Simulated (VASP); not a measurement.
# RbP2 (Pmmm) in VASP: notebook

The runs below take RbP2 through single point, relaxation of cell and atoms, with PBE.

Program: VASP 6.6.1. These are calculated values, not measurements. Logs are shortened: lines on timing, memory, paths and dates and some standing lists are left out, and cuts for length are marked.

### 1 The cell of the first run

Symmetry: Pmmm, No. 47, orthorhombic system. The conventional cell has a = 3.378 Å, b = 4.359 Å, c = 6.720 Å, α = 90.00°, β = 90.00°, γ = 90.00°. Within 4.4 Å of Rb (site symmetry mmm) lie 4 Rb at 3.38 to 4.36 Å and 8 P at 3.76 to 4.01 Å. Within 3.6 Å of P (site symmetry mmm) lie 6 P at 2.76 to 3.38 Å. Within 3.6 Å of P (site symmetry mmm) lie 6 P at 2.76 to 3.38 Å.

The cell was built from a structure type or drawn by symmetry, and may not be a known phase.

### 2 Single point, PBE

Contents of INCAR:

```
ALGO = Normal
EDIFF = 1E-6
ENCUT = 520
GGA = PE
ISIF = 2
ISMEAR = 0
LASPH = T
LCHARG = F
LREAL = F
LWAVE = F
NBANDS = 16
NELM = 80
PREC = Accurate
SIGMA = 0.1
```

Contents of KPOINTS:

```
k-points
0
Gamma
  6 4 4
```

Contents of POSCAR:

```
RbP2
1.0
    3.3782317500      0.0000000000      0.0000000000
    0.0000000000      4.3594800500      0.0000000000
    0.0000000000      0.0000000000      6.7198285700
Rb P
1 2
Direct
    0.5000000000      0.0000000000      0.0000000000
    0.0000000000      0.0000000000      0.5000000000
    0.5000000000      0.5000000000      0.5000000000
```

Potentials or basis: VASP PAW PBE potentials, release 64 (Rb_sv, P).

Started as:

```console
$ cat potpaw_PBE.64/Rb_sv/POTCAR potpaw_PBE.64/P/POTCAR > POTCAR
$ mpirun -np 1 vasp_std > vasp.out
```

OUTCAR:

```text
EDIFF = 1E-6
   ENCUT = 520
   GGA = PE
   ISIF = 2
   ISMEAR = 0
   LASPH = T
   LREAL = F
   NELM = 80
   PREC = Accurate

 ion  position               nearest neighbor table
   1  0.500  0.000  0.000-   2 3.76   2 3.76   2 3.76   2 3.76   3 4.01   3 4.01   3 4.01   3 4.01

   2  0.000  0.000  0.500-   3 2.76   3 2.76   3 2.76   3 2.76   1 3.76   1 3.76   1 3.76   1 3.76

   3  0.500  0.500  0.500-   2 2.76   2 2.76   2 2.76   2 2.76   1 4.01   1 4.01   1 4.01   1 4.01

  LATTYP: Found a simple orthorhombic cell.
 ALAT       =     3.3782317500
 B/A-ratio  =     1.2904621034
 C/A-ratio  =     1.9891555901

  Lattice vectors:

 A1 = (   3.3782317500,   0.0000000000,   0.0000000000)
 A2 = (   0.0000000000,   4.3594800500,   0.0000000000)
 A3 = (   0.0000000000,   0.0000000000,   6.7198285700)

Analysis of symmetry for initial positions (statically):
=====================================================================
 Subroutine PRICEL returns:
 Original cell was already a primitive cell.

 Routine SETGRP: Setting up the symmetry group for a
 simple orthorhombic supercell.

 Subroutine GETGRP returns: Found  8 space group operations
 (whereof  8 operations were pure point group operations)
 out of a pool of  8 trial point group operations.

The static configuration has the point symmetry D_2h.

Analysis of symmetry for dynamics (positions and initial velocities):
=====================================================================
 Subroutine PRICEL returns:
 Original cell was already a primitive cell.

 Routine SETGRP: Setting up the symmetry group for a
 simple orthorhombic supercell.

 Subroutine GETGRP returns: Found  8 space group operations
 (whereof  8 operations were pure point group operations)
 out of a pool of  8 trial point group operations.

The dynamic configuration has the point symmetry D_2h.

 Subroutine INISYM returns: Found  8 space group operations
 (whereof  8 operations are pure point group operations),
 and found     1 'primitive' translations

----------------------------------------------------------------------------------------

                                     Primitive cell

  volume of cell :      98.9652

  direct lattice vectors                    reciprocal lattice vectors
     3.378231750  0.000000000  0.000000000     0.296012848  0.000000000  0.000000000
     0.000000000  4.359480050  0.000000000     0.000000000  0.229385153  0.000000000
     0.000000000  0.000000000  6.719828570     0.000000000  0.000000000  0.148813320

  length of vectors
     3.378231750  4.359480050  6.719828570     0.296012848  0.229385153  0.148813320

  position of ions in fractional coordinates (direct lattice)
     0.500000000  0.000000000  0.000000000
     0.000000000  0.000000000  0.500000000
     0.500000000  0.500000000  0.500000000

  ion indices of the primitive-cell ions
   primitive index   ion index
                 1           1
                 2           2
                 3           3

----------------------------------------------------------------------------------------

 KPOINTS: k-points

Automatic generation of k-mesh.
 Grid dimensions read from file:
 generate k-points for:    6    4    4

 Generating k-lattice:

  Cartesian coordinates                     Fractional coordinates (reciprocal lattice)
     0.049335475  0.000000000  0.000000000     0.166666667  0.000000000  0.000000000
     0.000000000  0.057346288  0.000000000     0.000000000  0.250000000  0.000000000
     0.000000000  0.000000000  0.037203330     0.000000000  0.000000000  0.250000000

  Length of vectors
     0.049335475  0.057346288  0.037203330

  Shift w.r.t. Gamma in fractional coordinates (k-lattice)
     0.000000000  0.000000000  0.000000000

 Subroutine IBZKPT returns following result:
 ===========================================

 Found     36 irreducible k-points:

 Following reciprocal coordinates:
            Coordinates               Weight
  0.000000  0.000000  0.000000      1.000000
  0.166667  0.000000  0.000000      2.000000
  0.333333  0.000000  0.000000      2.000000
  0.500000  0.000000  0.000000      1.000000
  0.000000  0.250000  0.000000      2.000000
  0.166667  0.250000  0.000000      4.000000
[... 16 lines left out ...]
  0.333333  0.500000  0.250000      4.000000
  0.500000  0.500000  0.250000      2.000000
 [... further k-points ...]
   k-points           NKPTS =     36   k-points in BZ     NKDIM =     36   number of bands    NBANDS=     16
   number of dos      NEDOS =    301   number of ions     NIONS =      3
   total plane-waves  NPLWV =  44800
   dimension x,y,z NGX =    28 NGY =   32 NGZ =   50
   dimension x,y,z NGXF=    56 NGYF=   64 NGZF=  100
   ions per type =               1   2
   NGX,Y,Z   is equivalent  to a cutoff of  13.78, 12.20, 12.37 a.u.
   NGXF,Y,Z  is equivalent  to a cutoff of  27.56, 24.41, 24.74 a.u.
 SYSTEM =  unknown system
   PREC   = accura    normal or accurate (medium, high low for compatibility)
   ISTART =      0    job   : 0-new  1-cont  2-samecut
   ICHARG =      2    charge: 1-file 2-atom 10-const
   ISPIN  =      1    spin polarized calculation?
   LNONCOLLINEAR =      F non collinear calculations
   LSORBIT =      F    spin-orbit coupling
   LASPH  =      T    aspherical Exc in radial PAW
   ENCUT  =  520.0 eV  38.22 Ry    6.18 a.u.   6.28  8.11 12.49*2*pi/ulx,y,z
   NELM   =     80;   NELMIN=  2; NELMDL= -5     # of ELM steps
   EDIFF  = 0.1E-05   stopping-criterion for ELM
   LREAL  =      F    real-space projection
   EDIFFG = 0.1E-04   stopping-criterion for IOM
   NSW    =      0    number of steps for IOM
   IBRION =     -1    ionic relax: 0-MD 1-quasi-New 2-CG
   NFREE  =      0    steps in history (QN), initial steepest desc. (CG)
   ISIF   =      2    stress and relaxation
   ISYM   =      2    0-nonsym 1-usesym 2-fastsym
   POTIM  = 0.5000    time-step for ionic-motion
   TEBEG  =    0.0;   TEEND  =   0.0 temperature during run
   PSTRESS=    0.0 pullay stress
   NELECT =      19.0000    total number of electrons
   NUPDOWN=      -1.0000    fix difference up-down
   EMIN   =  10.00;   EMAX   =-10.00  energy-range for DOS
   EFERMI =   0.00;   METHOD = LEGACY
   ISMEAR =     0;   SIGMA  =   0.10  broadening in eV -4-tet -1-fermi 0-gaus
   EFERMI_NEDOS =   21; number of points for ismear=-14 and -15
   IALGO  =     38    algorithm
   IMIX   =      4    mixing-type and parameters
     AMIX     =   0.40;   BMIX     =  1.00
     AMIX_MAG =   1.60;   BMIX_MAG =  1.00
  volume/ion in A,a.u.               =      32.99       222.62
  Fermi-wavevector in a.u.,A,eV,Ry     =   0.944420  1.784695 12.135437  0.891929
  Thomas-Fermi vector in A             =   2.072223
   LORBIT       =      0    0 simple, 1 ext, 2 COOP (PROOUT), +10 PAW based schemes
   GGA     = PE    functional components
   LHFCALC =     F    Hartree Fock is set to
   AEXX    =    0.0000 exact exchange contribution
   IVDW    =     0    specifies the selected vdW correction
   LEPSILON=     F    determine dielectric tensor
   LRPA    =     F    only Hartree local field effects (RPA)
 non-spin polarized calculation
 Gauss-broadening in eV      SIGMA  =   0.10
  energy-cutoff  :      520.00
  volume of cell :       98.97
 maximum number of plane-waves:      2688
 NGX is ok and might be reduce to    28
   NGX = 13   NGY = 17   NGZ = 25

 number of electron      18.9999997 magnetization

 Free energy of the ion-electron system (eV)
  ---------------------------------------------------
  ext. energy  EPLUGINS =         0.00000000
  ---------------------------------------------------
  free energy    TOTEN  =       -10.47246047 eV

  energy without entropy =      -10.45384093  energy(sigma->0) =      -10.46315070

 E-fermi :   2.5066     XC(G=0):  -7.8616

 val. band max:        2.4911728450   @ k =   0.1667   0.2500   0.2500
 cond. band min:       2.5332166674   @ k =   0.1667   0.2500   0.0000
 fundamental gap:      0.0420438224
 Fermi energy:         2.5065601823

 k-point     1 :       0.0000    0.0000    0.0000
  band No.  band energies     occupation
      1     -26.2631      2.00000
      2     -10.3152      2.00000
      3     -10.1690      2.00000
      4      -9.7658      2.00000
      5      -9.4458      2.00000
      6      -3.9102      2.00000
[... 8 lines left out ...]
     15       6.9208      0.00000
     16       7.8515      0.00000

 k-point     2 :       0.1667    0.0000    0.0000
  band No.  band energies     occupation
      1     -26.2232      2.00000
      2     -10.2698      2.00000
      3     -10.1637      2.00000
      4     -10.1145      2.00000
      5      -9.1307      2.00000
      6      -4.1567      2.00000
[... 8 lines left out ...]
     15       7.2211      0.00000
     16       7.3447      0.00000

 k-point     3 :       0.3333    0.0000    0.0000
  band No.  band energies     occupation
      1     -26.1418      2.00000
      2     -10.8626      2.00000
      3     -10.1767      2.00000
      4     -10.0023      2.00000
      5      -8.2287      2.00000
      6      -5.2303      2.00000
[... 8 lines left out ...]
     15       7.2537      0.00000
     16       7.4931      0.00000

 k-point     4 :       0.5000    0.0000    0.0000
  band No.  band energies     occupation
      1     -26.1002      2.00000
      2     -11.1796      2.00000
      3     -10.1290      2.00000
      4      -9.9444      2.00000
      5      -6.8372      2.00000
      6      -6.8224      2.00000
[... 8 lines left out ...]
     15       6.6650      0.00000
     16       7.3065      0.00000

 k-point     5 :       0.0000    0.2500    0.0000
  band No.  band energies     occupation
      1     -26.2582      2.00000
      2     -10.4266      2.00000
      3     -10.1541      2.00000
      4      -9.7605      2.00000
      5      -9.0051      2.00000
      6      -5.7074      2.00000
[... 8 lines left out ...]
     15       7.0331      0.00000
     16       7.4945      0.00000

 k-point     6 :       0.1667    0.2500    0.0000
  band No.  band energies     occupation
      1     -26.2185      2.00000
      2     -10.3760      2.00000
      3     -10.1528      2.00000
      4     -10.1006      2.00000
      5      -8.7025      2.00000
      6      -5.5764      2.00000
[... 8 lines left out ...]
     15       7.4936      0.00000
     16       7.6919      0.00000

 k-point     7 :       0.3333    0.2500    0.0000
  band No.  band energies     occupation
      1     -26.1374      2.00000
      2     -10.8492      2.00000
      3     -10.2708      2.00000
      4      -9.9904      2.00000
      5      -7.8407      2.00000
      6      -5.6015      2.00000
[... 8 lines left out ...]
     15       7.0009      0.00000
     16       7.6894      0.00000

 k-point     8 :       0.5000    0.2500    0.0000
  band No.  band energies     occupation
      1     -26.0959      2.00000
      2     -11.1648      2.00000
      3     -10.2174      2.00000
      4      -9.9336      2.00000
      5      -6.5898      2.00000
      6      -6.5896      2.00000
[... 8 lines left out ...]
     15       7.3527      0.00000
     16       7.8845      0.00000

 k-point     9 :       0.0000    0.5000    0.0000
  band No.  band energies     occupation
      1     -26.2534      2.00000
      2     -10.5313      2.00000
      3     -10.1391      2.00000
      4      -9.7551      2.00000
      5      -7.7583      2.00000
      6      -7.6850      2.00000
[... 8 lines left out ...]
     15       7.3142      0.00000
     16       7.4461      0.00000
[... 172 lines left out ...]
 k-point    19 :       0.3333    0.2500    0.2500
  band No.  band energies     occupation
      1     -26.1374      2.00000
      2     -10.8471      2.00000
      3     -10.2697      2.00000
      4     -10.0045      2.00000
      5      -7.8196      2.00000
      6      -5.6092      2.00000
[... 8 lines left out ...]
     15       6.9715      0.00000
     16       7.6931      0.00000

 k-point    20 :       0.5000    0.2500    0.2500
  band No.  band energies     occupation
      1     -26.0959      2.00000
      2     -11.1628      2.00000
      3     -10.2166      2.00000
      4      -9.9395      2.00000
      5      -6.6038      2.00000
      6      -6.5784      2.00000
[... 8 lines left out ...]
     15       6.5370      0.00000
     16       7.3053      0.00000

 k-point    21 :       0.0000    0.5000    0.2500
  band No.  band energies     occupation
      1     -26.2534      2.00000
      2     -10.5280      2.00000
      3     -10.1635      2.00000
      4      -9.7550      2.00000
      5      -7.7002      2.00000
      6      -7.6958      2.00000
[... 8 lines left out ...]
     15       6.8724      0.00000
     16       7.6533      0.00000

 k-point    22 :       0.1667    0.5000    0.2500
  band No.  band energies     occupation
      1     -26.2138      2.00000
      2     -10.4731      2.00000
      3     -10.1428      2.00000
      4     -10.1048      2.00000
      5      -7.4467      2.00000
      6      -7.4374      2.00000
[... 8 lines left out ...]
     15       6.8163      0.00000
     16       7.5495      0.00000

 k-point    23 :       0.3333    0.5000    0.2500
  band No.  band energies     occupation
      1     -26.1329      2.00000
      2     -10.8338      2.00000
      3     -10.3600      2.00000
      4      -9.9866      2.00000
      5      -6.7909      2.00000
      6      -6.7690      2.00000
[... 8 lines left out ...]
     15       7.0644      0.00000
     16       7.6661      0.00000

 k-point    24 :       0.5000    0.5000    0.2500
  band No.  band energies     occupation
      1     -26.0916      2.00000
      2     -11.1481      2.00000
      3     -10.3017      2.00000
      4      -9.9260      2.00000
      5      -6.3106      2.00000
      6      -6.2816      2.00000
[... 8 lines left out ...]
     15       7.5198      0.00000
     16       7.5740      0.00000

 [... further k-points ...]
[... 5 lines left out ...]
  --------------------------------------------------------------------------------------
  -------------------------------------------------------------------------------------
  Total        0.1027189     -7.4307410     -4.4517894      0.0000000      0.0000000      0.0000000
  in kB        1.6629475   -120.2985468    -72.0713852      0.0000000      0.0000000      0.0000000
  external PRESSURE =     -63.5689948 kB  Pullay stress =       0.0000000 kB

 VOLUME and BASIS-vectors are now :
 -----------------------------------------------------------------------------
  energy-cutoff  :      520.00
  volume of cell :       98.97
      direct lattice vectors                 reciprocal lattice vectors
     3.378231750  0.000000000  0.000000000     0.296012848  0.000000000  0.000000000
     0.000000000  4.359480050  0.000000000     0.000000000  0.229385153  0.000000000
     0.000000000  0.000000000  6.719828570     0.000000000  0.000000000  0.148813320

 POSITION                                       TOTAL-FORCE (eV/Angst)
 -----------------------------------------------------------------------------------
      1.68912      0.00000      0.00000         0.000000      0.000000      0.000000
      0.00000      0.00000      3.35991         0.000000      0.000000      0.000000
      1.68912      2.17974      3.35991         0.000000      0.000000      0.000000
 -----------------------------------------------------------------------------------
    total drift:                                0.000000      0.000000     -0.000000

  FREE ENERGIE OF THE ION-ELECTRON SYSTEM (eV)
  ---------------------------------------------------
  free  energy   TOTEN  =       -10.4724604701 eV

  energy  without entropy=      -10.4538409327  energy(sigma->0) =      -10.46315070
```

Wall time 29 s (1 thread of Intel Xeon Platinum 8488C (Sapphire Rapids), shared host); peak memory 0.22 GiB.

What came out:

- Free energy: -10.4725 eV
- Pressure: -6.4 GPa
- Band gap on the k mesh: zero (an odd number of electrons rules out a gap without spin polarisation)

Stress tensor (GPa, compression positive):
```
  0.17   0.00   0.00
  0.00 -12.03   0.00
  0.00   0.00  -7.21
```

Caveat: the k points lie up to 0.36 Å⁻¹ apart, too coarse for converged energies and pressures of a metal.

### 3 Relaxation of cell and atoms, PBE

Contents of INCAR:

```
PREC     = Accurate       # precision mode
ENCUT    = 600            # plane-wave cutoff, eV
EDIFF    = 1E-6           # SCF threshold, eV
ISMEAR   = 0              # smearing method
SIGMA    = 0.1            # smearing width, eV
LREAL    = F              # projectors in reciprocal space
LASPH    = T              # aspherical terms in the spheres
NELM     = 60             # most SCF steps
ALGO     = Normal         # electronic algorithm
ISIF     = 3              # what is computed and relaxed
LWAVE    = F              # write WAVECAR
LCHARG   = F              # write CHGCAR
GGA      = PE             # functional
IBRION   = 2              # ionic algorithm
NSW      = 90             # ionic steps
EDIFFG   = -0.04          # ionic threshold
```

Contents of KPOINTS:

```
Automatic mesh
0
Gamma
  6 4 4
```

POSCAR is that of step 2.

Potentials or basis: VASP PAW PBE potentials, release 64 (Rb_sv, P).

Started as:

```console
$ cat potpaw_PBE.64/Rb_sv/POTCAR potpaw_PBE.64/P/POTCAR > POTCAR
$ mpirun -np 1 vasp_std > vasp.out
```

It took 2.7 min on 1 thread of Intel Xeon Platinum 8488C (Sapphire Rapids), shared host; peak memory 0.27 GiB.

Results (log left out):

```yaml
Free_energy: -11.7030 eV
Relaxed_volume: 24.25 Å³/atom
Relaxed_cell: a = 3.490 Å, b = 3.532 Å, c = 5.901 Å, α = 90.00°, β = 90.00°, γ = 90.00°
Space_group_after_relaxing_to_0.1_Å: P4/mmm (No. 123)
Energy_gained_by_relaxing: 410.2 meV/atom
Ionic_steps: 8
Pressure_after_relaxing: 0.0 GPa
Band_gap_on_the_k_mesh: zero (an odd number of electrons rules out a gap without spin polarisation)
```

Stress tensor (GPa, compression positive):
```
 0.05  0.00  0.00
 0.00 -0.18  0.00
 0.00  0.00  0.03
```

Step by step:
```tsv
step	energy change (eV)	largest force (eV/Å)	pressure (GPa)	volume (Å³)
1	0.0000	0.0000	-6.35	98.97
2	-0.9210	0.0000	-3.35	81.05
3	-1.1917	0.0000	0.74	72.00
4	-1.1919	0.0000	2.33	69.81
5	-1.1963	0.0000	1.56	70.86
6	-1.2254	0.0000	0.13	72.44
7	-1.2293	0.0000	0.45	72.03
8	-1.2305	0.0000	-0.04	72.75
```

Final structure:
```
Rb P
1.0
     3.49049    0.00000    0.00000
     0.00000    3.53188    0.00000
     0.00000    0.00000    5.90135
Rb P
1 2
Direct
  0.50000 0.00000 0.00000
  0.00000 0.00000 0.50000
  0.50000 0.50000 0.50000
```

Levels at points of the mesh, in eV from the Fermi level:
```
           k point  band 6  band 7  band 8  band 9  band 10  band 11  band 12  band 13
(0.00, 0.00, 0.00)   -4.68   -4.01   -3.52   -3.31    -0.14     2.14     2.67     3.24
(0.50, 0.00, 0.00)  -10.96   -2.70   -1.61   -0.85    -0.82     0.74     1.07     2.89
(0.00, 0.50, 0.00)  -11.00   -2.72   -1.66   -0.72    -0.68     0.89     1.25     2.90
(0.50, 0.50, 0.00)   -9.45   -6.71   -6.57   -1.59    -1.56     1.49     3.45     4.72
(0.00, 0.00, 0.50)   -5.03   -4.65   -3.57   -3.37     1.22     1.29     2.81     4.63
(0.50, 0.00, 0.50)  -10.58   -2.49   -2.06   -0.93    -0.80     0.98     1.00     3.12
(0.00, 0.50, 0.50)  -10.62   -2.55   -2.10   -0.80    -0.66     1.15     1.18     3.13
(0.50, 0.50, 0.50)   -9.57   -6.54   -6.42   -0.94    -0.92     0.59     2.76     4.22
```

Caveat: the k points lie up to 0.44 Å⁻¹ apart in the final cell, too coarse for converged energies and pressures of a metal; the volume moved by over 15 % at a fixed basis, so the end points are rough.
